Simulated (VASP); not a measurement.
Write the native input for VASP 6.6.1 that does the following.

- Task: single point
- Functional: PBEsol
- Potentials or basis: VASP PAW PBE potentials, release 64 (Sr_sv)
- Cutoff: 520 eV
- k mesh: 10 × 10 × 3
- Occupations: fermi-dirac, width 0.1 eV
- Spin: no spin polarisation
- Dipole correction: no
- Further INCAR settings: ALGO = Normal; EDIFF = 1e-06; NBANDS = 28

The structure of Sr lies in POSCAR:

```
Sr
1.0
    4.3564814438      0.0000000000      0.0000000000
   -2.1782407219      3.7728236014      0.0000000000
    0.0000000000      0.0000000000     14.2561581902
Sr
4
Direct
    1.0000000000      0.0000000000      1.0000000000
    1.0000000000      1.0000000000      0.5000000000
    0.3333333333      0.6666666667      0.2500000000
    0.6666666667      0.3333333333      0.7500000000
```

This cell differs from its parent crystal: volume scaled by 1.12.

The input as run:

INCAR

```
PREC = Accurate ; ENCUT = 520
EDIFF = 1E-6 ; ISMEAR = -1
SIGMA = 0.1 ; LREAL = False
LASPH = True ; NELM = 100
ALGO = Normal ; ISIF = 2
LWAVE = False ; LCHARG = False
GGA = PS ; NBANDS = 28
```

KPOINTS

```
Automatic mesh
0
Gamma
  10 10 3
```

Potentials or basis: VASP PAW PBE potentials, release 64 (Sr_sv).

The run is started by

```console
$ cat potpaw_PBE.64/Sr_sv/POTCAR > POTCAR
$ mpirun -np 1 vasp_std > vasp.out
```

It gave:

- Pressure: -1.2 GPa
- Band gap on the k mesh: zero (band 20 reaches 1.41 eV, above the bottom of band 21 at 1.28 eV)

Caveat: the PAW data sets were made with another functional, which shifts forces and pressure a little.

Run time: 4.5 min on 1 thread of AMD EPYC 7R43 64-Core Processor (Zen 3), with other jobs on the host, peak memory 0.35 GiB.
